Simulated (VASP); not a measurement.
**TiSe: single point with r2SCAN**

The system is TiSe.

```
CELL_PARAMETERS angstrom
3.45936 0.00000 0.00000
-1.72968 2.99589 0.00000
0.00000 0.00000 6.76792
ATOMIC_POSITIONS crystal
Ti 0.00000 0.00000 0.00000
Ti 0.00000 0.00000 0.50000
Se 0.33333 0.66667 0.25000
Se 0.66667 0.33333 0.75000
```

| Property | Result |
| --- | --- |
| Program | VASP 6.6.1 |
| Task | single point |
| Functional | r2SCAN |
| Potentials or basis | VASP PAW PBE potentials, release 64 (Ti_sv, Se) |
| Cutoff | 520 eV |
| k mesh | 11 × 11 × 5 |
| Occupations | fermi-dirac, width 0.1 eV |
| Spin | no spin polarisation |

* Pressure: -1.9 GPa
* Band gap on the k mesh: zero (bands 18 and 19 overlap by 0.41 eV)

Stress tensor (GPa, compression positive):
```
-1.80  0.00  0.00
 0.00 -1.80  0.00
 0.00  0.00 -2.19
```

Levels at points of the mesh, in eV from the Fermi level:
| k point | band 15 | band 16 | band 17 | band 18 | band 19 | band 20 | band 21 | band 22 |
| --- | --- | --- | --- | --- | --- | --- | --- | --- |
| (0.00, 0.00, 0.00) | -1.93 | -1.38 | -1.38 | -0.21 | -0.21 | -0.05 | -0.05 | 1.07 |

Run time: 5.2 min on 1 thread of Intel Xeon 8259CL, on a shared host, peak memory 0.25 GiB.

Caveat: the PAW data sets were made with another functional, which shifts forces and pressure a little.
